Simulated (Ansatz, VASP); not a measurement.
**Al2Cu: VASP beside Ansatz**

The input INCAR:

```
SYSTEM = Al2Cu
ALGO = Fast ; EDIFF = 1E-7
ENCUT = 520 ; GGA = PE
ISIF = 2 ; ISMEAR = 0
LASPH = .TRUE. ; LCHARG = .FALSE.
LREAL = .FALSE. ; LWAVE = .FALSE.
NBANDS = 16 ; NELM = 100
PREC = Accurate ; SIGMA = 0.15
```

Contents of KPOINTS:

```
k-points
0
G
  10 10 14
  0 0 0
```

POSCAR

```
Al2Cu
1.0
    4.0111275847      0.0000000000      0.0000000000
    0.0000000000      4.0111275847      0.0000000000
    0.0000000000      0.0000000000      2.8847334069
Al Cu
2 1
Direct
    0.5000000000      0.0039076392      0.5000000000
    0.0000000000      0.4827718519      0.5000000000
    0.0000000000      0.0056558685      0.0000000000
```

Input for Ansatz:

```yaml
crystal:
  lattice:
    - [4.0111275847, 0.0, 0.0]
    - [0.0, 4.0111275847, 0.0]
    - [0.0, 0.0, 2.8847334069]
  atoms:
    - { symbol: Al, position: [0.5, 0.0039076392, 0.5] }
    - { symbol: Al, position: [0.0, 0.4827718519, 0.5] }
    - { symbol: Cu, position: [0.0, 0.0056558685, 0.0] }
basis:
  ecutwfc: 520.0
kpoints:
  mp_grid: { grid: [10, 10, 14] }
hamiltonian:
  xc: pbe
  pseudopotentials: { kind: paw, azcp: { folder: soft_1 } }
scf:
  occupations: { method: gaussian, width: 0.15 }
output:
  forces: true
  stress: true
  eigenvalues: true
  write_density: true
  write_potential: true
  elf: true
  volumetric_format: npy
```

Change from the starting cell: mode 9 frozen in at -0.071 Å, equal normal strain along x and y -0.0267.

Alike in both runs: task single point; functional PBE; k mesh 10 × 10 × 14; occupations gaussian, width 0.15 eV; no spin polarisation.

```csv
,VASP,Ansatz
version,VASP 6.6.1,Ansatz 0.2.0
potentials or method,"VASP PAW PBE potentials, release 64 (Al, Cu), cutoff 520 eV","scalar-relativistic, plane waves, PAW"
valence electrons in the cell,17,25
```

```tsv
	VASP	Ansatz	Ansatz less VASP
gap on the k mesh at the Fermi level (eV)	none	none	-
pressure (GPa)	6.2	6.0	-0.19
traceless stress, the component that is largest in VASP (GPa)	-1.98	-2.03	-0.055
rms of the force components (eV/Å)	0.421	0.420	-0.0012
```

Atom by atom the forces differ by 0.001 eV/Å (rms over components). A gap of «none» marks a metal or a gap that the smearing closes. The functional is the same, so the differences come from potentials, cutoffs and numerics. VASP's potentials hold 17 valence electrons a cell and Ansatz's 25, so a difference there can come from the potentials and not from the codes.
